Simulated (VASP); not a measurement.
# Au (Im-3m) in VASP: single point with PBE

Aim: the single point of Au with PBE.

Program: VASP 6.6.1. These are calculated values, not measurements. Logs are shortened: lines on timing, memory, paths and dates and some standing lists are left out, and cuts for length are marked.

## 1. The cell of the first run

It takes space group Im-3m (No. 229, cubic). The conventional cell has a = 3.302 Å, b = 3.302 Å, c = 3.302 Å, α = 90.00°, β = 90.00°, γ = 90.00°. Au (site symmetry m-3m) has 14 Au at 2.86 to 3.30 Å within 3.8 Å.

## 2. Single point, PBE

The input, INCAR:

```
SYSTEM = Au
  PREC = Accurate
  ENCUT = 520
  EDIFF = 1E-7
  ISMEAR = -1
  SIGMA = 0.13605693000000002
  LREAL = .FALSE.
  LASPH = .TRUE.
  NELM = 100
  ALGO = Normal
  ISIF = 2
  LWAVE = .FALSE.
  LCHARG = .FALSE.
  GGA = PE
  NBANDS = 12
```

The input, KPOINTS:

```
Automatic mesh
0
G
  14 14 14
  0 0 0
```

The input, POSCAR:

```
Au
1.0
   -1.6511470445      1.6511470445      1.6511470445
    1.6511470445     -1.6511470445      1.6511470445
    1.6511470445      1.6511470445     -1.6511470445
Au
1
Direct
    0.0000000000      0.0000000000      0.0000000000
```

Potentials or basis: VASP PAW PBE potentials, release 64 (Au).

Started as:

```sh
> cat potpaw_PBE.64/Au/POTCAR > POTCAR
> mpirun -np 1 vasp_std > vasp.out
```

OUTCAR:

```text
SYSTEM = Au
   PREC = Accurate
   ENCUT = 520
   EDIFF = 1E-7
   ISMEAR = -1
   LREAL = .FALSE.
   LASPH = .TRUE.
   NELM = 100
   ISIF = 2
   GGA = PE

 ion  position               nearest neighbor table
   1  0.000  0.000  0.000-

  LATTYP: Found a body centered cubic cell.
 ALAT       =     3.3022940890

  Lattice vectors:

 A1 = (  -1.6511470445,   1.6511470445,   1.6511470445)
 A2 = (   1.6511470445,  -1.6511470445,   1.6511470445)
 A3 = (   1.6511470445,   1.6511470445,  -1.6511470445)

Analysis of symmetry for initial positions (statically):
=====================================================================
 Subroutine PRICEL returns:
 Original cell was already a primitive cell.

 Routine SETGRP: Setting up the symmetry group for a
 body centered cubic supercell.

 Subroutine GETGRP returns: Found 48 space group operations
 (whereof 48 operations were pure point group operations)
 out of a pool of 48 trial point group operations.

The static configuration has the point symmetry O_h .

Analysis of symmetry for dynamics (positions and initial velocities):
=====================================================================
 Subroutine PRICEL returns:
 Original cell was already a primitive cell.

 Routine SETGRP: Setting up the symmetry group for a
 body centered cubic supercell.

 Subroutine GETGRP returns: Found 48 space group operations
 (whereof 48 operations were pure point group operations)
 out of a pool of 48 trial point group operations.

The dynamic configuration has the point symmetry O_h .

 Subroutine INISYM returns: Found 48 space group operations
 (whereof 48 operations are pure point group operations),
 and found     1 'primitive' translations

----------------------------------------------------------------------------------------

                                     Primitive cell

  volume of cell :      18.0060

  direct lattice vectors                    reciprocal lattice vectors
    -1.651147045  1.651147045  1.651147045     0.000000000  0.302819789  0.302819789
     1.651147045 -1.651147045  1.651147045     0.302819789  0.000000000  0.302819789
     1.651147045  1.651147045 -1.651147045     0.302819789  0.302819789  0.000000000

  length of vectors
     2.859870572  2.859870572  2.859870572     0.428251853  0.428251853  0.428251853

  position of ions in fractional coordinates (direct lattice)
     0.000000000  0.000000000  0.000000000

  ion indices of the primitive-cell ions
   primitive index   ion index
                 1           1

----------------------------------------------------------------------------------------

 KPOINTS: Automatic mesh

Automatic generation of k-mesh.
 Grid dimensions read from file:
 generate k-points for:   14   14   14

 Generating k-lattice:

  Cartesian coordinates                     Fractional coordinates (reciprocal lattice)
     0.000000000  0.021629985  0.021629985     0.071428571  0.000000000  0.000000000
     0.021629985  0.000000000  0.021629985     0.000000000  0.071428571  0.000000000
     0.021629985  0.021629985  0.000000000     0.000000000  0.000000000  0.071428571

  Length of vectors
     0.030589418  0.030589418  0.030589418

  Shift w.r.t. Gamma in fractional coordinates (k-lattice)
     0.000000000  0.000000000  0.000000000

 Subroutine IBZKPT returns following result:
 ===========================================

 Found    104 irreducible k-points:

 Following reciprocal coordinates:
            Coordinates               Weight
  0.000000  0.000000  0.000000      1.000000
  0.071429  0.000000  0.000000     12.000000
  0.142857  0.000000  0.000000     12.000000
  0.214286  0.000000  0.000000     12.000000
  0.285714  0.000000  0.000000     12.000000
  0.357143  0.000000  0.000000     12.000000
[... 16 lines left out ...]
  0.285714  0.285714  0.000000     24.000000
  0.357143  0.285714  0.000000     24.000000
 [... further k-points ...]
   k-points           NKPTS =    104   k-points in BZ     NKDIM =    104   number of bands    NBANDS=     12
   number of dos      NEDOS =    301   number of ions     NIONS =      1
   total plane-waves  NPLWV =  13824
   dimension x,y,z NGX =    24 NGY =   24 NGZ =   24
   dimension x,y,z NGXF=    48 NGYF=   48 NGZF=   48
   ions per type =               1
   NGX,Y,Z   is equivalent  to a cutoff of  13.95, 13.95, 13.95 a.u.
   NGXF,Y,Z  is equivalent  to a cutoff of  27.90, 27.90, 27.90 a.u.
 SYSTEM =  Au
   PREC   = accura    normal or accurate (medium, high low for compatibility)
   ISTART =      0    job   : 0-new  1-cont  2-samecut
   ICHARG =      2    charge: 1-file 2-atom 10-const
   ISPIN  =      1    spin polarized calculation?
   LNONCOLLINEAR =      F non collinear calculations
   LSORBIT =      F    spin-orbit coupling
   LASPH  =      T    aspherical Exc in radial PAW
   ENCUT  =  520.0 eV  38.22 Ry    6.18 a.u.   5.32  5.32  5.32*2*pi/ulx,y,z
   NELM   =    100;   NELMIN=  2; NELMDL= -5     # of ELM steps
   EDIFF  = 0.1E-06   stopping-criterion for ELM
   LREAL  =      F    real-space projection
   EDIFFG = 0.1E-05   stopping-criterion for IOM
   NSW    =      0    number of steps for IOM
   IBRION =     -1    ionic relax: 0-MD 1-quasi-New 2-CG
   NFREE  =      0    steps in history (QN), initial steepest desc. (CG)
   ISIF   =      2    stress and relaxation
   ISYM   =      2    0-nonsym 1-usesym 2-fastsym
   POTIM  = 0.5000    time-step for ionic-motion
   TEBEG  =    0.0;   TEEND  =   0.0 temperature during run
   PSTRESS=    0.0 pullay stress
   NELECT =      11.0000    total number of electrons
   NUPDOWN=      -1.0000    fix difference up-down
   EMIN   =  10.00;   EMAX   =-10.00  energy-range for DOS
   EFERMI =   0.00;   METHOD = LEGACY
   ISMEAR =    -1;   SIGMA  =   0.14  broadening in eV -4-tet -1-fermi 0-gaus
   EFERMI_NEDOS =   21; number of points for ismear=-14 and -15
   IALGO  =     38    algorithm
   IMIX   =      4    mixing-type and parameters
     AMIX     =   0.40;   BMIX     =  1.00
     AMIX_MAG =   1.60;   BMIX_MAG =  1.00
  volume/ion in A,a.u.               =      18.01       121.51
  Fermi-wavevector in a.u.,A,eV,Ry     =   1.389099  2.625017 26.253761  1.929597
  Thomas-Fermi vector in A             =   2.513162
   LORBIT       =      0    0 simple, 1 ext, 2 COOP (PROOUT), +10 PAW based schemes
   GGA     = PE    functional components
   LHFCALC =     F    Hartree Fock is set to
   AEXX    =    0.0000 exact exchange contribution
   IVDW    =     0    specifies the selected vdW correction
   LEPSILON=     F    determine dielectric tensor
   LRPA    =     F    only Hartree local field effects (RPA)
 non-spin polarized calculation
  energy-cutoff  :      520.00
  volume of cell :       18.01
 maximum number of plane-waves:       496
 NGX is ok and might be reduce to    24
   NGX = 11   NGY = 11   NGZ = 11

 number of electron      10.9999999 magnetization

 Free energy of the ion-electron system (eV)
  ---------------------------------------------------
  ext. energy  EPLUGINS =         0.00000000
  ---------------------------------------------------
  free energy    TOTEN  =        -3.20689086 eV

  energy without entropy =       -3.18663428  energy(sigma->0) =       -3.19676257

 E-fermi :   8.6369     XC(G=0): -12.3920

 val. band max:        8.5969483280   @ k =  -0.4286   0.4286   0.1429
 cond. band min:       8.6832233126   @ k =   0.3571   0.0714   0.0714
 fundamental gap:      0.0862749846
 Fermi energy:         8.6369250288

 k-point     1 :       0.0000    0.0000    0.0000
  band No.  band energies     occupation
      1      -0.6936      2.00000
      2       4.0033      2.00000
      3       4.0033      2.00000
      4       4.0033      2.00000
      5       5.7727      2.00000
      6       5.7727      2.00000
      7      25.0909      0.00000
      8      25.0909      0.00000
      9      25.0909      0.00000
     10      31.9392      0.00000
     11      31.9392      0.00000
     12      31.9392      0.00000

 k-point     2 :       0.0714    0.0000    0.0000
  band No.  band energies     occupation
      1      -0.5145      2.00000
      2       3.9488      2.00000
      3       4.0087      2.00000
      4       4.1257      2.00000
      5       5.7085      2.00000
      6       5.7765      2.00000
      7      25.0215      0.00000
      8      25.1219      0.00000
      9      25.3114      0.00000
     10      30.2227      0.00000
     11      30.3173      0.00000
     12      31.2834      0.00000

 k-point     3 :       0.1429    0.0000    0.0000
  band No.  band energies     occupation
      1      -0.0008      2.00000
      2       3.7996      2.00000
      3       4.0196      2.00000
      4       4.4822      2.00000
      5       5.5721      2.00000
      6       5.7899      2.00000
      7      24.1970      0.00000
      8      24.9176      0.00000
      9      25.9412      0.00000
     10      28.3766      0.00000
     11      29.1377      0.00000
     12      29.6476      0.00000
[... 286 lines left out ...]
 k-point    23 :       0.2857    0.2857    0.0000
  band No.  band energies     occupation
      1       2.6881      2.00000
      2       3.5545      2.00000
      3       4.2097      2.00000
      4       5.7107      2.00000
      5       6.0687      2.00000
      6      10.5975      0.00000
      7      13.6104      0.00000
      8      16.0424      0.00000
      9      22.5725      0.00000
     10      28.5340      0.00000
     11      30.1970      0.00000
     12      35.3041      0.00000

 k-point    24 :       0.3571    0.2857    0.0000
  band No.  band energies     occupation
      1       2.7181      2.00000
      2       3.6464      2.00000
      3       4.1565      2.00000
      4       5.8141      2.00000
      5       6.0535      2.00000
      6      11.7173      0.00000
      7      12.8846      0.00000
      8      15.1199      0.00000
      9      22.5797      0.00000
     10      28.9446      0.00000
     11      29.5969      0.00000
     12      35.3377      0.00000

 [... further k-points ...]

------------------------ aborting loop because EDIFF is reached ----------------------------------------

  FORCE on cell =-STRESS in cart. coord.  units (eV):
  Direction    XX          YY          ZZ          XY          YZ          ZX
  --------------------------------------------------------------------------------------
  -------------------------------------------------------------------------------------
  Total       -0.0135123     -0.0135123     -0.0135123      0.0000000     -0.0000000      0.0000000
  in kB       -1.2023275     -1.2023275     -1.2023275      0.0000000     -0.0000000      0.0000000
  external PRESSURE =      -1.2023275 kB  Pullay stress =       0.0000000 kB

 VOLUME and BASIS-vectors are now :
 -----------------------------------------------------------------------------
  energy-cutoff  :      520.00
  volume of cell :       18.01
      direct lattice vectors                 reciprocal lattice vectors
    -1.651147045  1.651147045  1.651147045     0.000000000  0.302819789  0.302819789
     1.651147045 -1.651147045  1.651147045     0.302819789  0.000000000  0.302819789
     1.651147045  1.651147045 -1.651147045     0.302819789  0.302819789  0.000000000

 POSITION                                       TOTAL-FORCE (eV/Angst)
 -----------------------------------------------------------------------------------
      0.00000      0.00000      0.00000         0.000000     -0.000000     -0.000000
 -----------------------------------------------------------------------------------
    total drift:                                0.000000      0.000000      0.000000

  FREE ENERGIE OF THE ION-ELECTRON SYSTEM (eV)
  ---------------------------------------------------
  free  energy   TOTEN  =        -3.2068908602 eV

  energy  without entropy=       -3.1866342774  energy(sigma->0) =       -3.19676257
```

Run time: 13 s. Hardware: 1 thread of Intel Xeon Platinum 8488C (Sapphire Rapids), shared host; peak memory 0.15 GiB.

What came out:

| Quantity | Value |
| --- | --- |
| Free energy | -3.2069 eV |
| Pressure | -0.1 GPa |

Caveat: spin-orbit coupling is left out, which moves the levels of the heavy elements.
